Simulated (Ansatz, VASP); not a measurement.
## One calculation of Yb, two programs

```
Yb
1.0
     3.79098    0.00000    0.00000
    -1.89549    3.28309    0.00000
     0.00000    0.00000    6.24025
Yb
2
Direct
  0.33333 0.66667 0.25000
  0.66667 0.33333 0.75000
```

Alike in both runs: task single point; functional RPBE; k mesh 11 × 11 × 6; occupations fermi-dirac, width 0.1 eV; no spin polarisation.

|  | VASP | Ansatz |
| --- | --- | --- |
| version | VASP 6.6.1 | Ansatz 0.2.0 |
| potentials or method | VASP PAW PBE potentials, release 64 (Yb), cutoff 520 eV | plane waves (420 eV) with PAW, scalar-relativistic |
| valence electrons in the cell | 48 | 48 |

```tsv
	VASP	Ansatz	Ansatz less VASP
pressure (GPa)	0.0	0.0	+0.02
```

VASP's potentials were made for PBE, not for RPBE.

Spin-orbit coupling is off throughout.
